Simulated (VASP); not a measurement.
Crystal: CuO (Tenorite).

```
Cu O
1.0
     2.38778   -1.74486    0.00000
     2.38778    1.74486    0.00000
    -0.86670    0.00000    5.15707
Cu O
2 2
Direct
  0.50000 0.00000 0.50000
  0.00000 0.50000 0.00000
  0.41840 0.58160 0.75000
  0.58160 0.41840 0.25000
```

Base run:

| Item | Value |
| --- | --- |
| Program | VASP 6.6.1 |
| Functional | BLYP |
| Potentials or basis | VASP PAW PBE potentials, release 64 (Cu, O) |
| Cutoff | 520 eV |
| k mesh | 10 × 10 × 5 |
| Occupations | fermi-dirac, width 0.05 eV |
| Spin | no spin polarisation |

Its results: band gap on the k mesh zero (band 17 reaches 5.53 eV, above the bottom of band 18 at 4.94 eV); pressure 2.8 GPa; largest force 0.350 eV/Å.

Task: The run is repeated on the same cell with these changes: functional from BLYP to SVWN5. What comes out?

Result: Band gap on the k mesh zero (band 17 reaches 4.74 eV, above the bottom of band 18 at 4.14 eV); pressure -17.4 GPa; largest force 0.593 eV/Å.

SVWN5 binds more tightly than BLYP, so the same cell stands under less pressure.

Caveats: the PAW data sets were made with another functional, which shifts forces and pressure a little; semilocal functionals often make such compounds metallic where correlation or magnetic order opens a gap, which also shifts bond lengths.
